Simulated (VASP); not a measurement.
# C in VASP: relaxation of the atoms with LDA

Aim: the relaxation of the atoms of C with LDA.

Everything below comes from runs of VASP 6.6.1. Logs are shortened: lines on timing, memory, paths and dates and some standing lists are left out, and cuts for length are marked.

## Step 1: The cell of the first run

The cell holds a slab with vacuum, 6 atoms: a = 2.497 Å, b = 3.532 Å, c = 18.497 Å, α = 90.00°, β = 90.00°, γ = 90.00°.

## Step 2: Relaxation of the atoms, LDA

Input file INCAR:

```
SYSTEM = C
PREC = Accurate ; ENCUT = 520
EDIFF = 1E-7 ; ISMEAR = -1
SIGMA = 0.02 ; LREAL = .False.
LASPH = .True. ; NELM = 120
ALGO = Normal ; ISIF = 2
LWAVE = .False. ; LCHARG = .False.
LDIPOL = .True. ; IDIPOL = 3
DIPOL = 0.5 0.5 0.500 ; IBRION = 2
NSW = 60 ; EDIFFG = -0.01
GGA_COMPAT = .False. ; NELMIN = 4
NELMDL = -8
```

Input file KPOINTS:

```
regular mesh
0
Gamma
  10 7 1
  0 0 0
```

Input file POSCAR:

```
C
1.0
    2.4973237396      0.0000000000      0.0000000000
    0.0000000000      3.5317491022      0.0000000000
    0.0000000000      0.0000000000     18.4973000000
C
6
Direct
    0.7500000000      0.1250000000      0.4324949117
    0.2500000000      0.8750000000      0.4324949117
    0.2500000000      0.6250000000      0.5000000000
    0.7500000000      0.3750000000      0.5000000000
    0.7500000000      0.1250000000      0.5675050883
    0.2500000000      0.8750000000      0.5675050883
```

Potentials or basis: VASP PAW LDA potentials, release 64 (C).

Run with:

```bash
cat potpaw_LDA.64/C/POTCAR > POTCAR
mpirun -np 1 vasp_std > vasp.out
```

OUTCAR:

```text
SYSTEM = C
   PREC = Accurate
   ENCUT = 520
   EDIFF = 1E-7
   ISMEAR = -1
   LREAL = .False.
   LASPH = .True.
   NELM = 120
   ISIF = 2
   IBRION = 2
   NSW = 60
   EDIFFG = -0.01
   NELMIN = 4
   NELMDL = -8

 ion  position               nearest neighbor table
   1  0.750  0.125  0.432-   2 1.53   2 1.53   4 1.53
   2  0.250  0.875  0.432-   1 1.53   1 1.53   3 1.53
   3  0.250  0.625  0.500-   4 1.53   4 1.53   6 1.53   2 1.53
   4  0.750  0.375  0.500-   3 1.53   3 1.53   5 1.53   1 1.53
   5  0.750  0.125  0.568-   6 1.53   6 1.53   4 1.53
   6  0.250  0.875  0.568-   5 1.53   5 1.53   3 1.53

  LATTYP: Found a simple orthorhombic cell.
 ALAT       =     2.4973237396
 B/A-ratio  =     1.4142135624
 C/A-ratio  =     7.4068490627

  Lattice vectors:

 A1 = (   2.4973237396,   0.0000000000,   0.0000000000)
 A2 = (   0.0000000000,   3.5317491022,   0.0000000000)
 A3 = (   0.0000000000,   0.0000000000,  18.4973000000)

Analysis of symmetry for initial positions (statically):
=====================================================================
 Subroutine PRICEL returns:
 Original cell was already a primitive cell.

 Routine SETGRP: Setting up the symmetry group for a
 simple orthorhombic supercell.

 Subroutine GETGRP returns: Found  8 space group operations
 (whereof  4 operations were pure point group operations)
 out of a pool of  8 trial point group operations.

The static configuration has the point symmetry C_2h.
 The point group associated with its full space group is D_2h.

Analysis of symmetry for dynamics (positions and initial velocities):
=====================================================================
 Subroutine PRICEL returns:
 Original cell was already a primitive cell.

 Routine SETGRP: Setting up the symmetry group for a
 simple orthorhombic supercell.

 Subroutine GETGRP returns: Found  8 space group operations
 (whereof  4 operations were pure point group operations)
 out of a pool of  8 trial point group operations.

The dynamic configuration has the point symmetry C_2h.
 The point group associated with its full space group is D_2h.

 Subroutine INISYM returns: Found  8 space group operations
 (whereof  4 operations are pure point group operations),
[... 143 lines left out ...]

 number of electron      24.0000004 magnetization

 Free energy of the ion-electron system (eV)
  ---------------------------------------------------
  ext. energy  EPLUGINS =         0.00000000
  ---------------------------------------------------
  free energy    TOTEN  =       -53.12523021 eV

  energy without entropy =      -53.12106049  energy(sigma->0) =      -53.12314535

------------------------ aborting loop because EDIFF is reached ----------------------------------------

  FORCE on cell =-STRESS in cart. coord.  units (eV):
  Direction    XX          YY          ZZ          XY          YZ          ZX
  --------------------------------------------------------------------------------------
  -------------------------------------------------------------------------------------
  Total       -4.6156422     -7.4866520     -4.6351931     -0.0000000      0.0000000      0.0000000
  in kB      -45.3283264    -73.5233356    -45.5203283     -0.0000000      0.0000000      0.0000000
  external PRESSURE =     -54.7906634 kB  Pullay stress =       0.0000000 kB
[... 101 lines left out ...]
  FREE ENERGIE OF THE ION-ELECTRON SYSTEM (eV)
  ---------------------------------------------------
  free  energy   TOTEN  =       -54.1139435861 eV

  energy  without entropy=      -54.1097109421  energy(sigma->0) =      -54.11182726

[... ionic steps 4 to 8 ...]

--------------------------------------- Ionic step        9  -------------------------------------------

 number of electron      24.0000003 magnetization

 dipolmoment           0.000000      0.000000     -0.000000 electrons x Angstroem

------------------------ aborting loop because EDIFF is reached ----------------------------------------

  FORCE on cell =-STRESS in cart. coord.  units (eV):
  Direction    XX          YY          ZZ          XY          YZ          ZX
  --------------------------------------------------------------------------------------
  -------------------------------------------------------------------------------------
  Total       -2.0211499      9.0566486     -0.0130063      0.0000000      0.0000000      0.0000000
  in kB      -19.8488836     88.9416267     -0.1277291      0.0000000      0.0000000      0.0000000
  external PRESSURE =      22.9883380 kB  Pullay stress =       0.0000000 kB
[... 67 lines left out ...]
--------------------------------------- Ionic step       11  -------------------------------------------

 number of electron      24.0000002 magnetization

 dipolmoment           0.000000      0.000000      0.000000 electrons x Angstroem

 Free energy of the ion-electron system (eV)
  ---------------------------------------------------
  ext. energy  EPLUGINS =         0.00000000
  ---------------------------------------------------
  free energy    TOTEN  =       -54.32474569 eV

  energy without entropy =      -54.32237589  energy(sigma->0) =      -54.32356079

 E-fermi :  -2.8084     XC(G=0):  -3.7919

 val. band max:       -2.8193421716   @ k =   0.1000   0.4286   0.0000
 cond. band min:      -2.7675860119   @ k =   0.2000   0.4286   0.0000
 fundamental gap:      0.0517561596
 Fermi energy:        -2.8084487273

 k-point     1 :       0.0000    0.0000    0.0000
  band No.  band energies     occupation
      1     -23.7782      2.00000
      2     -18.9355      2.00000
      3     -15.8353      2.00000
      4     -14.8544      2.00000
      5     -10.5463      2.00000
      6      -9.6805      2.00000
[... 435 lines left out ...]
      5     -14.4380      2.00000
      6     -14.4380      2.00000
[... 8 lines left out ...]
     15       6.4485      0.00000
     16       6.4485      0.00000

------------------------ aborting loop because EDIFF is reached ----------------------------------------

 vacuum level on the upper side and lower side of the slab       (xc-potential included)        -0.083        -0.083

  FORCE on cell =-STRESS in cart. coord.  units (eV):
  Direction    XX          YY          ZZ          XY          YZ          ZX
  --------------------------------------------------------------------------------------
  -------------------------------------------------------------------------------------
  Total       -2.0404127      9.0234511     -0.0161633      0.0000000      0.0000000      0.0000000
  in kB      -20.0380552     88.6156086     -0.1587336      0.0000000      0.0000000      0.0000000
  external PRESSURE =      22.8062733 kB  Pullay stress =       0.0000000 kB
[... 21 lines left out ...]
  FREE ENERGIE OF THE ION-ELECTRON SYSTEM (eV)
  ---------------------------------------------------
  free  energy   TOTEN  =       -54.3247456950 eV

  energy  without entropy=      -54.3223758946  energy(sigma->0) =      -54.32356079

 reached required accuracy - stopping structural energy minimisation

 vacuum level on the upper side and lower side of the slab         3.171         3.171
```

OSZICAR:

```text
N       E                     dE             d eps       ncg     rms          rms(c)
DAV:   1     0.190657476970E+03    0.19066E+03   -0.10375E+04   768   0.119E+03
DAV:   2    -0.341893445765E+02   -0.22485E+03   -0.22025E+03  1128   0.265E+02
DAV:   3    -0.547628391833E+02   -0.20573E+02   -0.20418E+02   976   0.978E+01
[... 146 lines left out ...]
  10 F= -.54324739E+02 E0= -.54323552E+02  d E =-.448669E-05
       N       E                     dE             d eps       ncg     rms          rms(c)
DAV:   1    -0.543247454178E+02   -0.63942E-05   -0.86511E-04   768   0.242E-01    0.494E-03
DAV:   2    -0.543247458429E+02   -0.42514E-06   -0.10467E-05  1024   0.244E-02    0.378E-03
DAV:   3    -0.543247456830E+02    0.15992E-06   -0.43460E-07  1032   0.525E-03    0.234E-03
DAV:   4    -0.543247456950E+02   -0.11991E-07   -0.11374E-07   656   0.275E-03
  11 F= -.54324746E+02 E0= -.54323561E+02  d E =-.112223E-04
```

CONTCAR:

```text
C
   1.00000000000000
     2.4973237396000001    0.0000000000000000    0.0000000000000000
     0.0000000000000000    3.5317491022000000    0.0000000000000000
     0.0000000000000000    0.0000000000000000   18.4972999999999992
  C
     6
Direct
     0.7500000000000000    0.0981744573273022    0.4393963934025506
     0.2500000000000000    0.9018255426726978    0.4393963934025506
     0.2500000000000000    0.6099908227387566    0.5000000000000000
     0.7500000000000000    0.3900091772612433    0.5000000000000000
     0.7500000000000000    0.0981744573273022    0.5606036065974496
     0.2500000000000000    0.9018255426726978    0.5606036065974496

  0.00000000E+00  0.00000000E+00  0.00000000E+00
  0.00000000E+00  0.00000000E+00  0.00000000E+00
  0.00000000E+00  0.00000000E+00  0.00000000E+00
  0.00000000E+00  0.00000000E+00  0.00000000E+00
  0.00000000E+00  0.00000000E+00  0.00000000E+00
  0.00000000E+00  0.00000000E+00  0.00000000E+00
```

Run time: 7.6 min. Hardware: 1 thread of Intel Xeon Platinum 8375C at 2.90GHz (Ice Lake), shared host; peak memory 0.23 GiB.

What came out:

```yaml
Free_energy: -54.3247 eV
Energy_gained_by_relaxing: 199.9 meV/atom
Ionic_steps: 11
Largest_force_after_relaxing: 0.010 eV/Å
Band_gap_on_the_k_mesh: zero (bands 12 and 13 overlap by 0.81 eV)
```

Forces in eV/Å, atoms in the order of the input:
```
C    0.000 -0.005 -0.008
C    0.000  0.005 -0.008
C    0.000 -0.004  0.000
C    0.000  0.004  0.000
C    0.000 -0.005  0.008
C    0.000  0.005  0.008
```

The path:
| step | energy change (eV) | largest force (eV/Å) | pressure (GPa) |
| --- | --- | --- | --- |
| 1 | 0.0000 | 4.6606 | -5.48 |
| 2 | 0.3871 | 5.2787 | 4.55 |
| 3 | -0.9887 | 0.9844 | -2.35 |
| 4 | -1.1218 | 0.5934 | -0.64 |
| 5 | -1.1984 | 0.2259 | 2.21 |
| 6 | -1.1985 | 0.2164 | 2.46 |
| 7 | -1.1987 | 0.2206 | 2.34 |
| 8 | -1.1909 | 0.7429 | 2.17 |
| 9 | -1.1995 | 0.0134 | 2.30 |
| 10 | -1.1995 | 0.0189 | 2.27 |
| 11 | -1.1995 | 0.0096 | 2.28 |

Final structure:
```xyz
6
Lattice="2.4973 0.0000 0.0000 0.0000 3.5317 0.0000 0.0000 0.0000 18.4973" Properties=species:S:1:pos:R:3 pbc="T T T"
C     1.8730    0.3467    8.1276
C     0.6243    3.1850    8.1276
C     0.6243    2.1543    9.2486
C     1.8730    1.3774    9.2486
C     1.8730    0.3467   10.3697
C     0.6243    3.1850   10.3697
```
